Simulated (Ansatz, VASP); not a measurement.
## Hf4Te in VASP and in Ansatz

```
Hf Te
1.0
     0.00000    5.20204    5.20204
     5.20204    0.00000    5.20204
     5.20204    5.20204    0.00000
Hf Te
8 2
Direct
  0.89937 0.89937 0.89937
  0.89937 0.89937 0.30189
  0.89937 0.30189 0.89937
  0.35063 0.35063 0.94811
  0.35063 0.35063 0.35063
  0.30189 0.89937 0.89937
  0.35063 0.94811 0.35063
  0.94811 0.35063 0.35063
  0.50000 0.50000 0.50000
  0.75000 0.75000 0.75000
```

Change from the starting cell: species swapped into the Ba4Rh type (Fd-3m, No. 227).

Alike in both runs: functional PBE; k mesh 6 × 6 × 6; occupations gaussian, width 0.1 eV; no spin polarisation.

Ansatz relaxed the structure, and its values are those at the end. VASP's run is a single point on that final structure, the one shown.

```csv
,VASP,Ansatz
version,VASP 6.6.1,Ansatz 0.2.0
potentials or method,"VASP PAW PBE potentials, release 64 (Hf_pv, Te), cutoff 520 eV","scalar-relativistic, plane waves, PAW"
valence electrons in the cell,92,240
```

```tsv
	VASP	Ansatz	Ansatz less VASP
gap on the k mesh at the Fermi level (eV)	none	none	-
pressure (GPa)	-0.3	0.0	+0.27
rms of the force components (eV/Å)	0.024	0.000	-0.0240
```

A gap of «none» marks a metal or a gap that the smearing closes. VASP's potentials hold 92 valence electrons a cell and Ansatz's 240, so a difference there can come from the potentials and not from the codes.

Neither program's run includes spin-orbit coupling.
